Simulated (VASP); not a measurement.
A run of VASP 6.6.1 is set up as follows.

The input INCAR:

```
SYSTEM = B13N12
PREC = Accurate
ENCUT = 520
EDIFF = 1E-6
ISMEAR = 0
SIGMA = 0.01
LREAL = Auto
LASPH = .TRUE.
NELM = 150
ALGO = Normal
ISIF = 2
LWAVE = .FALSE.
LCHARG = .FALSE.
ISPIN = 2
MAGMOM = 0.143 0 0 0 0 0.143 0.143 0 0 0.143 0 0 0.143 0 0 0 0.143 0.143 0 0 0 0 0 0 0
LORBIT = 11
GGA = PE
IVDW = 12
NELECT = 97.0
NBANDS = 72
```

File KPOINTS:

```
Automatic mesh
0
Gamma
  2 2 2
  0.5 0.5 0.5
```

POSCAR

```
B13N12
1.0
   -3.7615274009      3.3394822066      4.3376638254
    3.7615274009      3.3394822066     -4.3376638254
   -3.7615274009     -3.3394822066     -4.3376638254
B N
13 12
Direct
    0.4783093470      0.2236260688      0.7387829103
    0.3675994339      1.0364101133      0.3323498970
    0.6975506506      1.0364401131      0.6622576672
    0.5119855871      0.7655002205      0.2469770821
    0.8195206415      0.2409376659      0.0793970689
    0.3087253930      0.4869909806      0.8277195757
    0.8335574194      0.7454762252      0.5751362619
    0.1549643290      0.2409059586      0.4148833428
    0.6527525391      0.4870007318      0.1717274422
    0.9871154506      0.9993089756      1.0056461525
    0.9807574794      0.4816500469      0.4943671136
    0.1638331439      0.7455013403      0.9053855304
    0.2108192594      0.1052989701      0.8879503972
    0.5322790122      0.9515989234      0.4127645760
    0.3312525530      0.6682140132     -0.0029673918
    0.6646611189      0.6682277281      0.3304333933
    0.4368763875      0.3573356474      0.9139312692
    0.8848693836      0.9598196171      0.7526230792
    0.3353330766      0.1704340751      0.4931984131
    0.8187560276      0.4062893584      0.2451514158
    0.2006205537      0.9597819372      0.0684142257
    0.6707383585      0.1704666001      0.8285472185
    0.9692885475      0.6358536680      0.6600382176
    0.9743662640      0.1477537823      0.1668533616
    0.1545720022      0.4062502773      0.5810103501
```

Potentials or basis: VASP PAW PBE potentials, release 64 (B, N).

The run is started by

```sh
$ cat potpaw_PBE.64/B/POTCAR potpaw_PBE.64/N/POTCAR > POTCAR
$ mpirun -np 1 vasp_std > vasp.out
```

(1) Estimate the largest force.

(2) Estimate the dispersion energy per atom.

(3) Predict the site moments.

(4) Predict the net moment.

Answers

(1) 0.025 eV/Å.

(2) -0.147 eV.

(3) B +0.03, +0.01, +0.00, +0.04, +0.33; N +0.01, +0.00, +0.02, +0.05 μB.

(4) 1.00 μB per cell.

Caveat: the k points lie up to 0.63 Å⁻¹ apart; the cell carries a net charge on a neutralising background, which shifts energy and pressure.
